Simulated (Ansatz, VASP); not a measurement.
Two plane-wave programs on Si

```
CELL_PARAMETERS angstrom
3.84753 0.00000 0.00000
-1.92376 3.33205 0.00000
0.00000 0.00000 18.44160
ATOMIC_POSITIONS crystal
Si 0.33333 0.66667 0.26954
Si 0.66667 0.33333 0.24401
Si 0.66667 0.33333 0.50384
Si 0.00000 0.00000 0.47831
```

Alike in both runs: task single point; functional PBE; dispersion D3(BJ); k mesh 9 × 9 × 1; occupations gaussian, width 0.1 eV; no spin polarisation.

```csv
,VASP,Ansatz
version,VASP 6.6.1,Ansatz 0.2.0
potentials or method,"VASP PAW PBE potentials, release 64 (Si), cutoff 520 eV","scalar-relativistic, plane waves, PAW"
valence electrons in the cell,16,16
```

Ansatz gave:

| Item | Value |
| --- | --- |
| gap on the k mesh at the Fermi level (eV) | none |
| rms of the force components (eV/Å) | 0.060 |

Question: Which values does VASP return?

Answer: gap on the k mesh at the Fermi level (eV): none; rms of the force components (eV/Å): 0.058.

Atom by atom the forces differ by 0.003 eV/Å (rms over components). A gap of «none» marks a metal or a gap that the smearing closes.
